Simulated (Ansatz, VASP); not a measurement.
## Two plane-wave programs on Co

```xyz
4
Lattice="0.0000 0.0000 4.0699 2.5074 0.0000 0.0000 0.0000 4.3429 0.0000" Properties=species:S:1:pos:R:3 pbc="T T T"
Co    2.5074    1.4476    1.0175
Co    1.2537    3.6191    1.0175
Co    1.2537    0.7238    3.0524
Co    0.0000    2.8953    3.0524
```

Alike in both runs: task single point; functional PBE; k mesh 8 × 12 × 7; occupations fermi-dirac, width 0.08 eV; collinear spin.

|  | VASP | Ansatz |
| --- | --- | --- |
| version | VASP 6.6.1 | Ansatz 0.2.0 |
| potentials or method | VASP PAW PBE potentials, release 64 (Co) | PAW with Ansatz's default frozen-core files, scalar-relativistic |
| plane-wave cutoff (eV) | 520 | 420 |
| valence electrons in the cell | 36 | 68 |

|  | VASP | Ansatz | Ansatz less VASP |
| --- | --- | --- | --- |
| pressure (GPa) | -4.5 | -3.9 | +0.61 |
| traceless stress, the component that is largest in VASP (GPa) | -0.73 | -0.66 | +0.069 |
| net moment per atom (μB) | 1.62 | 1.63 | +0.009 |
| size of the moment on the site where the two differ most (μB) | 1.65 | 1.71 | +0.062 |

Site moments also hang on the region over which each program counts them. With one functional, cell and mesh, what is left measures potentials, basis and numerics. VASP's potentials hold 36 valence electrons a cell and Ansatz's 68, so a difference there can come from the potentials and not from the codes.
